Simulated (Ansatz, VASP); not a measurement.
This is a calculation of Ti for VASP 6.6.1.

Contents of INCAR:

```
  PREC = Accurate
  ENCUT = 600
  EDIFF = 1E-6
  ISMEAR = -1
  SIGMA = 0.05
  LREAL = F
  LASPH = T
  NELM = 100
  ALGO = Normal
  ISIF = 3
  LWAVE = F
  LCHARG = F
  GGA = PE
  IBRION = 2
  NSW = 60
  EDIFFG = -0.01
```

KPOINTS

```
Automatic mesh
0
Gamma
  10 10 6
```

Contents of POSCAR:

```
Ti
1.0
    2.9500000000      0.0000000000      0.0000000000
   -1.4750000000      2.5547749412      0.0000000000
    0.0000000000      0.0000000000      4.6800000000
Ti
2
Direct
    0.6666666667      0.3333333333      0.7500000000
    0.3333333333      0.6666666667      0.2500000000
```

Potentials or basis: VASP PAW PBE potentials, release 64 (Ti_sv).

The run is started by

```bash
$ cat potpaw_PBE.64/Ti_sv/POTCAR > POTCAR
$ mpirun -np 1 vasp_std > vasp.out
```

Question: Translate it to Ansatz 0.2.0. Potentials there: Ansatz PAW.

Answer: As run (the cutoff follows the program's own potentials):

The input input.yaml:

```yaml
crystal:
  lattice:
    - [2.95, 0.0, 0.0]
    - [-1.475, 2.5547749412, 0.0]
    - [0.0, 0.0, 4.68]
  atoms:
    - { symbol: Ti, position: [0.6666666667, 0.3333333333, 0.75] }
    - { symbol: Ti, position: [0.3333333333, 0.6666666667, 0.25] }
hamiltonian:
  xc: pbe
  pseudopotentials: { kind: paw }
kpoints:
  mp_grid: { grid: [10, 10, 6] }
scf:
  occupations: { method: fermi_dirac, width: 0.05 }
output:
  forces: true
  stress: true
  eigenvalues: true
relax:
  f_tol: 0.01
  max_steps: 40
  cell: { stress_tol: 0.05 }
```

Potentials or basis: Ansatz PAW.

Launch:

```console
$ ansatz run input.yaml --threads 2 --pin off --max-ram 5632MiB --backend cpu --events-out ev --progress --plain --runs-dir out
```

Both were run:

|  | VASP | Ansatz | Ansatz less VASP |
| --- | --- | --- | --- |
| gap on the k mesh at the Fermi level, each at its own relaxed structure (eV) | none | none | - |
| relaxed volume (Å³/atom) | 17.36 | 17.40 | +0.043 |
| relaxed cell length with the largest relative difference (Å) | 2.937 | 2.940 | +0.0031 |

A gap of «none» marks a metal or a gap that the smearing closes.

Noted on Ansatz's run: the plane-wave basis is chosen anew once the cell has moved, so the energies of steps on either side of that aren't comparable.
